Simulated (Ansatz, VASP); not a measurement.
## Two plane-wave programs on La

INCAR

```
SYSTEM = La
ALGO = Normal
EDIFF = 1E-7
ENCUT = 520
GGA = RP
ISIF = 2
ISMEAR = -1
LASPH = .TRUE.
LCHARG = .FALSE.
LREAL = .FALSE.
LWAVE = .FALSE.
NBANDS = 12
NELM = 100
PREC = Accurate
SIGMA = 0.1
```

KPOINTS

```
k-points
0
G
  11 11 11
  0 0 0
```

The input POSCAR:

```
La
1.0
    3.4304091795      0.0000000000      0.0000000000
    0.0000000000      3.4304091795      0.0000000000
    0.0000000000      0.0000000000      3.4304091795
La
1
Direct
    0.0000000000      0.0000000000      0.0000000000
```

Input for Ansatz:

```yaml
crystal:
  lattice:
    - [3.4304091795, 0.0, 0.0]
    - [0.0, 3.4304091795, 0.0]
    - [0.0, 0.0, 3.4304091795]
  atoms:
    - { symbol: La, position: [0.0, 0.0, 0.0] }
hamiltonian:
  xc: rpbe
  pseudopotentials:
    kind: paw
    azcp:
      La: "pseudopotentials/La.paw.azcp"
basis:
  ecutwfc: 420
  fft_grid_basis: typed
kpoints:
  mp_grid: { grid: [11, 11, 11], shift: [0, 0, 0] }
magnetization:
  spin_polarized: false
scf:
  occupations: { method: fermi_dirac, width: 0.1 }
  lower_state_search: "off"
output:
  stress: true
```

Alike in both runs: task single point; functional RPBE; k mesh 11 × 11 × 11; occupations fermi-dirac, width 0.1 eV; no spin polarisation.

|  | VASP | Ansatz |
| --- | --- | --- |
| version | VASP 6.6.1 | Ansatz 0.2.0 |
| potentials or method | VASP PAW PBE potentials, release 64 (La), cutoff 520 eV | plane waves (420 eV) with PAW, scalar-relativistic |
| valence electrons in the cell | 11 | 11 |

|  | VASP | Ansatz | Ansatz less VASP |
| --- | --- | --- | --- |
| pressure (GPa) | -0.7 | -0.7 | 0.00 |

VASP's potentials were made for PBE, not for RPBE.

Spin-orbit coupling is off throughout.
